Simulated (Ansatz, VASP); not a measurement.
## Two plane-wave programs on MoS2

The input INCAR:

```
PREC     = Accurate       # precision mode
ENCUT    = 520            # plane-wave cutoff, eV
EDIFF    = 1E-6           # SCF threshold, eV
ISMEAR   = 0              # smearing method
SIGMA    = 0.05           # smearing width, eV
LREAL    = False          # projectors in reciprocal space
LASPH    = True           # aspherical terms in the spheres
NELM     = 60             # most SCF steps
ALGO     = Normal         # electronic algorithm
ISIF     = 2              # what is computed and relaxed
LWAVE    = False          # write WAVECAR
LCHARG   = False          # write CHGCAR
GGA      = PE             # functional
IVDW     = 12             # dispersion correction
NBANDS   = 20             # bands
```

Contents of KPOINTS:

```
Automatic mesh
0
Gamma
  12 12 12
```

File POSCAR:

```
MoS2
1.0
    1.4866600321      0.8583235697      6.3854030592
   -1.4866600321      0.8583235697      6.3854030592
    0.0000000000     -1.7166471395      6.3854030591
Mo S
1 2
Direct
    0.0000172156      0.0000172156      0.0000172156
    0.7535368444      0.7535368444      0.7535368444
    0.5797459400      0.5797459400      0.5797459400
```

Input for Ansatz:

```yaml
crystal:
  lattice:
    - [1.4866600321, 0.8583235697, 6.3854030592]
    - [-1.4866600321, 0.8583235697, 6.3854030592]
    - [0.0, -1.7166471395, 6.3854030591]
  atoms:
    - { symbol: Mo, position: [1.72156e-05, 1.72156e-05, 1.72156e-05] }
    - { symbol: S, position: [0.7535368444, 0.7535368444, 0.7535368444] }
    - { symbol: S, position: [0.57974594, 0.57974594, 0.57974594] }
basis:
  ecutwfc: 420
kpoints:
  mp_grid: { grid: [12, 12, 12] }
hamiltonian:
  xc: pbe
  pseudopotentials: { kind: paw, azcp: { folder: soft_1 } }
  dispersion: d3bj
scf:
  occupations: { method: gaussian, width: 0.05 }
output:
  forces: true
  stress: true
  eigenvalues: true
```

Alike in both runs: task single point; functional PBE; dispersion D3(BJ); k mesh 12 × 12 × 12; occupations gaussian, width 0.05 eV; no spin polarisation.

|  | VASP | Ansatz |
| --- | --- | --- |
| version | VASP 6.6.1 | Ansatz 0.2.0 |
| potentials or method | VASP PAW PBE potentials, release 64 (Mo_sv, S), cutoff 520 eV | scalar-relativistic, plane waves, PAW |
| valence electrons in the cell | 26 | 26 |

Ansatz gave:

| Quantity | Value |
| --- | --- |
| gap on the k mesh at the Fermi level (eV) | 1.08 |
| least direct gap on the mesh (eV) | 1.78 |
| pressure (GPa) | 8.4 |
| traceless stress, the component that is largest in VASP (GPa) | -16.05 |
| rms of the force components (eV/Å) | 0.282 |

Question: What did VASP give for the same quantities?

Answer: gap on the k mesh at the Fermi level (eV): 1.08; least direct gap on the mesh (eV): 1.79; pressure (GPa): 8.3; traceless stress, the component that is largest in VASP (GPa): -16.13; rms of the force components (eV/Å): 0.289.

Atom by atom the forces differ by 0.007 eV/Å (rms over components).
